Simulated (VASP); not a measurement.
# Si4N (P-6m2) in VASP: notebook, part 2 of 2

VASP 6.6.1.

## Step 3: Relaxation of cell and atoms, PBE

This run uses another cell than the first one, of 18.22 Å³/atom, 0.961 times its volume.

INCAR reads:

```
  PREC = Accurate
  ENCUT = 600
  EDIFF = 1E-7
  ISMEAR = 0
  SIGMA = 0.2
  LREAL = False
  LASPH = True
  NELM = 60
  ALGO = Normal
  ISIF = 3
  LWAVE = False
  LCHARG = False
  GGA = PE
  IBRION = 2
  NSW = 36
  EDIFFG = -0.08
```

KPOINTS reads:

```
Automatic mesh
0
Gamma
  5 5 3
```

POSCAR reads:

```
Si4N
1.0
    3.7977165600      0.0000000000      0.0000000000
   -1.8988582800      3.2889190200      0.0000000000
    0.0000000000      0.0000000000      7.2956134000
Si N
4 1
Direct
    0.0000000000      0.0000000000      0.7740000000
    0.0000000000      0.0000000000      0.2260000000
    0.3333333300      0.6666666700      0.3360000000
    0.3333333300      0.6666666700      0.6640000000
    0.0000000000      0.0000000000      0.0000000000
```

Potentials or basis: VASP PAW PBE potentials, release 64 (Si, N).

Launch:

```
$ cat potpaw_PBE.64/Si/POTCAR potpaw_PBE.64/N/POTCAR > POTCAR
$ mpirun -np 1 vasp_std > vasp.out
```

OUTCAR:

```text
PREC = Accurate
   ENCUT = 600
   EDIFF = 1E-7
   ISMEAR = 0
   LREAL = False
   LASPH = True
   NELM = 60
   ISIF = 3
   GGA = PE
   IBRION = 2
   NSW = 36
   EDIFFG = -0.08

 ion  position               nearest neighbor table
   1  0.000  0.000  0.774-   5 1.65   4 2.33   4 2.33   4 2.33
   2  0.000  0.000  0.226-   5 1.65   3 2.33   3 2.33   3 2.33
   3  0.333  0.667  0.336-   2 2.33   2 2.33   2 2.33   4 2.39
   4  0.333  0.667  0.664-   1 2.33   1 2.33   1 2.33   3 2.39
   5  0.000  0.000  0.000-   1 1.65   2 1.65

  LATTYP: Found a hexagonal cell.
 ALAT       =     3.7977165600
 C/A-ratio  =     1.9210526338

  Lattice vectors:

 A1 = (   3.7977165600,   0.0000000000,   0.0000000000)
 A2 = (  -1.8988582800,   3.2889190200,   0.0000000000)
 A3 = (   0.0000000000,   0.0000000000,   7.2956134000)

Analysis of symmetry for initial positions (statically):
=====================================================================
 Subroutine PRICEL returns:
 Original cell was already a primitive cell.

 Routine SETGRP: Setting up the symmetry group for a
 hexagonal supercell.

 Subroutine GETGRP returns: Found 12 space group operations
 (whereof 12 operations were pure point group operations)
 out of a pool of 24 trial point group operations.

The static configuration has the point symmetry D_3h.

Analysis of symmetry for dynamics (positions and initial velocities):
=====================================================================
 Subroutine PRICEL returns:
 Original cell was already a primitive cell.

 Routine SETGRP: Setting up the symmetry group for a
 hexagonal supercell.

 Subroutine GETGRP returns: Found 12 space group operations
 (whereof 12 operations were pure point group operations)
 out of a pool of 24 trial point group operations.

The dynamic configuration has the point symmetry D_3h.

 Subroutine INISYM returns: Found 12 space group operations
 (whereof 12 operations are pure point group operations),
 and found     1 'primitive' translations

----------------------------------------------------------------------------------------

                                     Primitive cell

  volume of cell :      91.1250

  direct lattice vectors                    reciprocal lattice vectors
     3.797716560  0.000000000  0.000000000     0.263316123  0.152025634  0.000000000
    -1.898858280  3.288919020  0.000000000     0.000000000  0.304051268  0.000000000
     0.000000000  0.000000000  7.295613400     0.000000000  0.000000000  0.137068666

  length of vectors
     3.797716560  3.797716562  7.295613400     0.304051269  0.304051268  0.137068666

  position of ions in fractional coordinates (direct lattice)
     0.000000000  0.000000000  0.774000000
     0.000000000  0.000000000  0.226000000
     0.333333330  0.666666670  0.336000000
     0.333333330  0.666666670  0.664000000
     0.000000000  0.000000000  0.000000000

  ion indices of the primitive-cell ions
   primitive index   ion index
                 1           1
                 2           2
                 3           3
                 4           4
                 5           5

----------------------------------------------------------------------------------------

 KPOINTS: Automatic mesh

Automatic generation of k-mesh.
 Grid dimensions read from file:
 generate k-points for:    5    5    3

 Generating k-lattice:

  Cartesian coordinates                     Fractional coordinates (reciprocal lattice)
     0.052663225  0.030405127  0.000000000     0.200000000  0.000000000  0.000000000
     0.000000000  0.060810254  0.000000000     0.000000000  0.200000000  0.000000000
     0.000000000  0.000000000  0.045689555     0.000000000  0.000000000  0.333333333

  Length of vectors
     0.060810254  0.060810254  0.045689555

  Shift w.r.t. Gamma in fractional coordinates (k-lattice)
     0.000000000  0.000000000  0.000000000

 Subroutine IBZKPT returns following result:
 ===========================================

 Found     10 irreducible k-points:

 Following reciprocal coordinates:
            Coordinates               Weight
  0.000000  0.000000  0.000000      1.000000
  0.200000  0.000000  0.000000      6.000000
  0.400000  0.000000  0.000000      6.000000
  0.200000  0.200000  0.000000      6.000000
  0.400000  0.200000  0.000000      6.000000
  0.000000  0.000000  0.333333      2.000000
  0.200000  0.000000  0.333333     12.000000
  0.400000  0.000000  0.333333     12.000000
  0.200000  0.200000  0.333333     12.000000
  0.400000  0.200000  0.333333     12.000000
   k-points           NKPTS =     10   k-points in BZ     NKDIM =     10   number of bands    NBANDS=     14
   number of dos      NEDOS =    301   number of ions     NIONS =      5
   total plane-waves  NPLWV =  54000
   dimension x,y,z NGX =    30 NGY =   30 NGZ =   60
   dimension x,y,z NGXF=    60 NGYF=   60 NGZF=  120
   ions per type =               4   1
   NGX,Y,Z   is equivalent  to a cutoff of  13.13, 13.13, 13.67 a.u.
   NGXF,Y,Z  is equivalent  to a cutoff of  26.27, 26.27, 27.34 a.u.
 SYSTEM =  unknown system
   PREC   = accura    normal or accurate (medium, high low for compatibility)
   ISTART =      0    job   : 0-new  1-cont  2-samecut
   ICHARG =      2    charge: 1-file 2-atom 10-const
   ISPIN  =      1    spin polarized calculation?
   LNONCOLLINEAR =      F non collinear calculations
   LSORBIT =      F    spin-orbit coupling
   LASPH  =      T    aspherical Exc in radial PAW
   ENCUT  =  600.0 eV  44.10 Ry    6.64 a.u.   7.58  7.58 14.57*2*pi/ulx,y,z
   NELM   =     60;   NELMIN=  2; NELMDL= -5     # of ELM steps
   EDIFF  = 0.1E-06   stopping-criterion for ELM
   LREAL  =      F    real-space projection
   EDIFFG = -.8E-01   stopping-criterion for IOM
   NSW    =     36    number of steps for IOM
   IBRION =      2    ionic relax: 0-MD 1-quasi-New 2-CG
   NFREE  =      1    steps in history (QN), initial steepest desc. (CG)
   ISIF   =      3    stress and relaxation
   ISYM   =      2    0-nonsym 1-usesym 2-fastsym
   POTIM  = 0.5000    time-step for ionic-motion
   TEBEG  =    0.0;   TEEND  =   0.0 temperature during run
   PSTRESS=    0.0 pullay stress
   NELECT =      21.0000    total number of electrons
   NUPDOWN=      -1.0000    fix difference up-down
   EMIN   =  10.00;   EMAX   =-10.00  energy-range for DOS
   EFERMI =   0.00;   METHOD = LEGACY
   ISMEAR =     0;   SIGMA  =   0.20  broadening in eV -4-tet -1-fermi 0-gaus
   EFERMI_NEDOS =   21; number of points for ismear=-14 and -15
   IALGO  =     38    algorithm
   IMIX   =      4    mixing-type and parameters
     AMIX     =   0.40;   BMIX     =  1.00
     AMIX_MAG =   1.60;   BMIX_MAG =  1.00
  volume/ion in A,a.u.               =      18.22       122.99
  Fermi-wavevector in a.u.,A,eV,Ry     =   1.003696  1.896710 13.706579  1.007405
  Thomas-Fermi vector in A             =   2.136264
   LORBIT       =      0    0 simple, 1 ext, 2 COOP (PROOUT), +10 PAW based schemes
   GGA     = PE    functional components
   LHFCALC =     F    Hartree Fock is set to
   AEXX    =    0.0000 exact exchange contribution
   IVDW    =     0    specifies the selected vdW correction
   LEPSILON=     F    determine dielectric tensor
   LRPA    =     F    only Hartree local field effects (RPA)
 conjugate gradient relaxation of ions
 non-spin polarized calculation
 Gauss-broadening in eV      SIGMA  =   0.20
  energy-cutoff  :      600.00
  volume of cell :       91.12
 maximum number of plane-waves:      3065
 NGX is ok and might be reduce to    30

--------------------------------------- Ionic step        1  -------------------------------------------

 number of electron      20.9999999 magnetization

 Free energy of the ion-electron system (eV)
  ---------------------------------------------------
  ext. energy  EPLUGINS =         0.00000000
  ---------------------------------------------------
  free energy    TOTEN  =       -29.50471515 eV

  energy without entropy =      -29.47850566  energy(sigma->0) =      -29.49161041

------------------------ aborting loop because EDIFF is reached ----------------------------------------

  FORCE on cell =-STRESS in cart. coord.  units (eV):
  Direction    XX          YY          ZZ          XY          YZ          ZX
  --------------------------------------------------------------------------------------
  -------------------------------------------------------------------------------------
  Total        2.4754585      2.4754585      2.2187078      0.0000000     -0.0000000      0.0000000
  in kB       43.5239892     43.5239893     39.0097485      0.0000000     -0.0000000      0.0000000
  external PRESSURE =      42.0192423 kB  Pullay stress =       0.0000000 kB
[... 219 lines left out ...]
  energy  without entropy=      -29.6286235407  energy(sigma->0) =      -29.64053309

--------------------------------------- Ionic step        7  -------------------------------------------

 number of electron      21.0000000 magnetization

 Free energy of the ion-electron system (eV)
  ---------------------------------------------------
  ext. energy  EPLUGINS =         0.00000000
  ---------------------------------------------------
  free energy    TOTEN  =       -29.65971727 eV

  energy without entropy =      -29.63420592  energy(sigma->0) =      -29.64696159

 E-fermi :   4.3516     XC(G=0):  -9.1390

 val. band max:        4.1598275700   @ k =   0.2000   0.2000   0.3333
 cond. band min:       4.3675937849   @ k =   0.2000   0.0000   0.0000
 fundamental gap:      0.2077662149
 Fermi energy:         4.3515719854

 k-point     1 :       0.0000    0.0000    0.0000
  band No.  band energies     occupation
      1     -10.4976      2.00000
      2      -6.0990      2.00000
      3      -5.9260      2.00000
      4      -1.1309      2.00000
      5       0.5371      2.00000
      6       2.3600      2.00000
      7       2.3600      2.00000
      8       4.7656      0.00342
      9       4.7656      0.00342
     10       4.8387      0.00057
     11       4.8387      0.00057
     12       6.4331      0.00000
     13       7.3864      0.00000
     14       8.2759      0.00000
[... 183 lines left out ...]
  FREE ENERGIE OF THE ION-ELECTRON SYSTEM (eV)
  ---------------------------------------------------
  free  energy   TOTEN  =       -29.6597172739 eV

  energy  without entropy=      -29.6342059158  energy(sigma->0) =      -29.64696159

 reached required accuracy - stopping structural energy minimisation
```

OSZICAR:

```text
N       E                     dE             d eps       ncg     rms          rms(c)
DAV:   1     0.711168222749E+02    0.71117E+02   -0.91122E+03   280   0.138E+03
DAV:   2    -0.256520864879E+02   -0.96769E+02   -0.94379E+02   372   0.203E+02
DAV:   3    -0.326683544564E+02   -0.70163E+01   -0.69381E+01   378   0.605E+01
[... 77 lines left out ...]
DAV:   4    -0.296597571025E+02    0.29662E-03   -0.16036E-03   354   0.274E-01    0.455E-02
DAV:   5    -0.296597193876E+02    0.37715E-04   -0.26035E-04   382   0.136E-01    0.187E-02
DAV:   6    -0.296597169418E+02    0.24459E-05   -0.46093E-05   346   0.571E-02    0.828E-03
DAV:   7    -0.296597173338E+02   -0.39205E-06   -0.40023E-06   340   0.157E-02    0.368E-03
DAV:   8    -0.296597172739E+02    0.59864E-07   -0.64669E-07   346   0.556E-03
   7 F= -.29659717E+02 E0= -.29646962E+02  d E =-.102114E-02
```

It took 94 s on 1 thread of Intel Xeon 6975P-C (Granite Rapids), shared host; peak memory 0.22 GiB.

What came out:

- Free energy: -29.6597 eV
- Relaxed volume: 18.97 Å³/atom
- Relaxed cell: a = 3.816 Å, b = 3.816 Å, c = 7.519 Å, α = 90.00°, β = 90.00°, γ = 120.00°
- Space group after relaxing (to 0.05 Å): P-6m2 (No. 187)
- Energy gained by relaxing: 31.0 meV/atom
- Ionic steps: 7
- Pressure after relaxing: -0.1 GPa
- Largest force after relaxing: 0.062 eV/Å

Forces in eV/Å, atoms in the order of the input:
```
Si   0.000  0.000  0.034
Si   0.000  0.000 -0.034
Si   0.000  0.000 -0.062
Si   0.000  0.000  0.062
N    0.000  0.000  0.000
```

The path:
```
step  energy change (eV)  largest force (eV/Å)  pressure (GPa)  volume (Å³)
   1              0.0000                1.1553            4.20        91.12
   2             -0.1247                0.1395           -1.66        97.57
   3             -0.1329                0.2225           -0.66        96.24
   4             -0.1480                0.0660           -0.28        95.58
   5             -0.1540                0.1172            0.15        94.82
   6             -0.1477                0.4133           -0.85        94.90
   7             -0.1550                0.0624           -0.13        94.84
```

Final structure:
```yaml
crystal:
  lattice:
    - [3.81626, 0.00000, 0.00000]
    - [-1.90813, 3.30498, 0.00000]
    - [0.00000, 0.00000, 7.51946]
  atoms:
    - { symbol: Si, position: [0.00000, 0.00000, 0.78110] }
    - { symbol: Si, position: [0.00000, 0.00000, 0.21890] }
    - { symbol: Si, position: [0.33333, 0.66667, 0.34460] }
    - { symbol: Si, position: [0.33333, 0.66667, 0.65540] }
    - { symbol: N, position: [0.00000, 0.00000, 0.00000] }
```

Levels at points of the mesh, in eV from the Fermi level:
| k point | band 7 | band 8 | band 9 | band 10 | band 11 | band 12 | band 13 | band 14 |
| --- | --- | --- | --- | --- | --- | --- | --- | --- |
| (0.00, 0.00, 0.00) | -1.99 | 0.41 | 0.41 | 0.49 | 0.49 | 2.08 | 3.03 | 3.92 |

Caveat: the k points lie up to 0.38 Å⁻¹ apart in the final cell; the relaxation stopped at a loose force limit of 0.08 eV/Å, so its end isn't a converged minimum.

## Step 4: Single point, PBE

This run uses another cell than the first one: it holds 10 atoms, not 5.

INCAR reads:

```
  PREC = Accurate
  ENCUT = 520
  EDIFF = 1E-6
  ISMEAR = 0
  SIGMA = 0.2
  LREAL = F
  LASPH = T
  NELM = 100
  ALGO = Normal
  ISIF = 2
  LWAVE = F
  LCHARG = T
  GGA = PE
  LELF = T
  LVHAR = T
  NBANDS = 32
```

KPOINTS reads:

```
regular mesh
0
Gamma
  6 6 2
```

POSCAR reads:

```
Si4N
1.0
    3.8208801265      0.0000000000      0.0000000000
   -1.9104400633      3.3089792544      0.0000000000
    0.0000000000      0.0000000000     15.0030347006
Si N
8 2
Direct
    0.0000000000      1.0000000000      0.3903265001
    0.0000000000      1.0000000000      0.8903265001
    0.0000000000      0.0000000000      0.1096734999
    0.0000000000      1.0000000000      0.6096734999
    0.3333333333      0.6666666667      0.1721696724
    0.3333333333      0.6666666667      0.6721696724
    0.3333333333      0.6666666667      0.3278303276
    0.3333333333      0.6666666667      0.8278303276
    0.0000000000      0.0000000000      0.0000000000
    1.0000000000      0.0000000000      0.5000000000
```

Launch:

```
$ cat potpaw_PBE.64/Si/POTCAR potpaw_PBE.64/N/POTCAR > POTCAR
$ mpirun -np 1 vasp_std > vasp.out
```

It took 97 s on 1 thread of Intel Xeon 6975P-C (Granite Rapids), shared host; peak memory 0.3 GiB.

It converged, with:

```yaml
Free_energy: -59.2986 eV
Pressure: 0.0 GPa
Largest_force: 0.029 eV/Å
Band_gap_on_the_k_mesh: zero (band 21 reaches 5.76 eV, above the bottom of band 22 at 3.64 eV)
```

Forces in eV/Å, atoms in the order of the input:
```
Si   0.000  0.000  0.005
Si   0.000  0.000  0.005
Si   0.000  0.000 -0.005
Si   0.000  0.000 -0.005
Si   0.000  0.000 -0.029
Si   0.000  0.000 -0.029
Si   0.000  0.000  0.029
Si   0.000  0.000  0.029
N    0.000  0.000  0.000
N    0.000  0.000  0.000
```

Stress tensor (GPa, compression positive):
```
-0.08  0.00  0.00
 0.00 -0.08  0.00
 0.00  0.00  0.28
```

Levels at points of the mesh, in eV from the Fermi level:
```csv
k point,band 19,band 20,band 21,band 22,band 23,band 24
"(0.00, 0.00, 0.00)",0.45,0.45,1.39,1.39,1.89,2.03
"(0.50, 0.00, 0.00)",-1.03,-0.66,-0.45,0.49,1.39,1.65
"(0.00, 0.00, 0.50)",1.05,1.05,1.05,1.05,2.05,2.05
"(0.50, 0.00, 0.50)",-1.03,-1.03,0.11,0.11,1.50,1.50
```

## Step 5: Single point, PBE

INCAR reads:

```
PREC = Accurate
ENCUT = 520
EDIFF = 1E-6
ISMEAR = 0
SIGMA = 0.1
LREAL = F
LASPH = T
NELM = 80
ALGO = Normal
ISIF = 2
LWAVE = F
LCHARG = F
GGA = PE
NBANDS = 18
```

KPOINTS reads:

```
regular mesh
0
Gamma
  12 12 4
```

POSCAR reads:

```
Si4N
1.0
    3.8208801265      0.0000000000      0.0000000000
   -1.9104400633      3.3089792544      0.0000000000
    0.0000000000      0.0000000000      7.5015173503
Si N
4 1
Direct
    0.0000000000      0.0000000000      0.7806530002
    0.0000000000      0.0000000000      0.2193469998
    0.3333333333      0.6666666667      0.3443393448
    0.3333333333      0.6666666667      0.6556606552
    0.0000000000      0.0000000000      0.0000000000
```

Launch:

```
$ cat potpaw_PBE.64/Si/POTCAR potpaw_PBE.64/N/POTCAR > POTCAR
$ mpirun -np 1 vasp_std > vasp.out
```

It took 88 s on 1 thread of Intel Xeon 6975P-C (Granite Rapids), shared host; peak memory 0.23 GiB.

Results (log left out):

```yaml
Free_energy: -29.6443 eV
Pressure: -0.1 GPa
Largest_force: 0.025 eV/Å
```

Forces in eV/Å, atoms in the order of the input:
```
Si   0.000  0.000 -0.025
Si   0.000  0.000  0.025
Si   0.000  0.000  0.002
Si   0.000  0.000 -0.002
N    0.000  0.000  0.000
```

Stress tensor (GPa, compression positive):
```
-0.13  0.00  0.00
 0.00 -0.13  0.00
 0.00  0.00  0.02
```

Levels at points of the mesh, in eV from the Fermi level:
```tsv
k point	band 7	band 8	band 9	band 10	band 11	band 12	band 13	band 14	band 15	band 16
(0.00, 0.00, 0.00)	-2.04	0.38	0.38	0.46	0.46	2.03	3.02	3.90	3.90	4.44
(0.50, 0.00, 0.00)	-3.78	-2.87	-1.02	-0.66	-0.45	1.40	2.39	2.68	4.12	6.27
(0.00, 0.00, 0.50)	-1.97	-0.33	-0.33	1.39	1.39	1.89	2.36	3.29	3.29	3.93
(0.50, 0.00, 0.50)	-2.65	-2.30	-1.97	-1.86	0.49	1.65	2.56	2.79	4.68	4.93
```

## Step 6: The runs side by side

| task | cell | k mesh | cutoff (eV) | smearing | gap on the mesh (eV) | pressure (GPa) | largest force (eV/Å) |
| --- | --- | --- | --- | --- | --- | --- | --- |
| single point | a = 3.817, b = 3.817, c = 7.520 Å, angles 90.0, 90.0, 120.0°, 5 atoms | 5 × 5 × 3 | 520 | gaussian 0.2 eV | none | -0.1 | - |
| relaxation of cell and atoms | relaxed from a = 3.798, b = 3.798, c = 7.296 Å, angles 90.0, 90.0, 120.0°, 5 atoms | 5 × 5 × 3 | 600 | gaussian 0.2 eV | none | -0.1 | 0.06 |
| single point | a = 3.821, b = 3.821, c = 15.003 Å, angles 90.0, 90.0, 120.0°, 10 atoms | 6 × 6 × 2 | 520 | gaussian 0.2 eV | none | 0.0 | 0.03 |
| single point | a = 3.821, b = 3.821, c = 7.502 Å, angles 90.0, 90.0, 120.0°, 5 atoms | 12 × 12 × 4 | 520 | gaussian 0.1 eV | none | -0.1 | 0.02 |

Alike in all rows: level PBE; potentials or basis VASP PAW PBE potentials, release 64 (Si, N); no spin polarisation.

Caveats: some runs use coarse meshes; the relaxation stopped at a loose force limit of 0.08 eV/Å, so its end isn't a converged minimum (some runs).

Total energies depend on the potentials used, so only differences within one code and one set of settings carry meaning.
